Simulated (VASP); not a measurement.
Here is a VASP 6.6.1 calculation.

INCAR

```
SYSTEM = MnHg
ALGO     = Normal         ! electronic algorithm
EDIFF    = 1E-8           ! SCF threshold, eV
ENCUT    = 520            ! plane-wave cutoff, eV
GGA      = PE             ! functional
ISIF     = 2              ! what is computed and relaxed
ISMEAR   = -1             ! smearing method
ISPIN    = 2              ! spin polarisation
LASPH    = .True.         ! aspherical terms in the spheres
LCHARG   = .False.        ! write CHGCAR
LEFG     = .True.       
LMAXMIX  = 4              ! l up to which the mixer works
LORBIT   = 11             ! projections on sites
LREAL    = .False.        ! projectors in reciprocal space
LWAVE    = .False.        ! write WAVECAR
MAGMOM   = 4 0            ! initial moments
NBANDS   = 24             ! bands
NELM     = 150            ! most SCF steps
PREC     = Accurate       ! precision mode
SIGMA    = 0.08           ! smearing width, eV
```

Contents of KPOINTS:

```
k-points
0
Gamma
  11 11 11
  0 0 0
```

File POSCAR:

```
MnHg
1.0
    3.2927510075      0.0000000000      0.0000000000
    0.0000000000      3.2927510075      0.0000000000
    0.0000000000      0.0000000000      3.2927510075
Mn Hg
1 1
Direct
    0.5000000000      0.5000000000      0.5000000000
    0.0000000000      0.0000000000      0.0000000000
```

Potentials or basis: VASP PAW PBE potentials, release 64 (Mn_pv, Hg).

The run is started by

```bash
$ cat potpaw_PBE.64/Mn_pv/POTCAR potpaw_PBE.64/Hg/POTCAR > POTCAR
$ mpirun -np 1 vasp_std > vasp.out
```

Q: What does it give for the net moment?

A: 3.86 μB per cell.

Q: What does it give for the pressure?

A: 2.5 GPa.

Q: What does it give for the site moments?

A: Mn +3.78; Hg -0.06 μB.

Caveat: without QUAD_EFG the Cq values of the log hold for a quadrupole moment of 1 mb, not for the nuclei.
